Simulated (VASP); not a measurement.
Input of a VASP 6.6.1 run:

The input INCAR:

```
SYSTEM = Mg3TlF
ALGO     = Normal         ! electronic algorithm
EDIFF    = 1E-6           ! SCF threshold, eV
ENCUT    = 520            ! plane-wave cutoff, eV
GGA      = PE             ! functional
ISIF     = 2              ! what is computed and relaxed
ISMEAR   = 0              ! smearing method
LASPH    = .TRUE.         ! aspherical terms in the spheres
LCHARG   = .FALSE.        ! write CHGCAR
LREAL    = .FALSE.        ! projectors in reciprocal space
LWAVE    = .FALSE.        ! write WAVECAR
NBANDS   = 21             ! bands
NELM     = 100            ! most SCF steps
PREC     = Accurate       ! precision mode
SIGMA    = 0.1            ! smearing width, eV
```

Contents of KPOINTS:

```
k-points
0
G
  8 8 8
  0 0 0
```

POSCAR

```
Mg3TlF
1.0
    4.6163839461      0.0000000000      0.0000000000
    0.0000000000      4.6163839461      0.0000000000
    0.0000000000      0.0000000000      4.6163839461
Mg Tl F
3 1 1
Direct
    0.0000000000      0.5000000000      0.5000000000
    0.5000000000      0.0000000000      0.5000000000
    0.5000000000      0.5000000000      0.0000000000
    0.0000000000      0.0000000000      0.0000000000
    0.5000000000      0.5000000000      0.5000000000
```

Potentials or basis: VASP PAW PBE potentials, release 64 (Mg, Tl_d, F).

Command:

```sh
$ cat potpaw_PBE.64/Mg/POTCAR potpaw_PBE.64/Tl_d/POTCAR potpaw_PBE.64/F/POTCAR > POTCAR
$ mpirun -np 1 vasp_std > vasp.out
```

Task: What does it give for the pressure?

Result: -0.3 GPa.

Task: What does it give for the band gap on the k mesh?

Result: Zero (bands 13 and 14 overlap by 1.48 eV).

Caveat: spin-orbit coupling is left out, which moves the levels of the heavy elements.
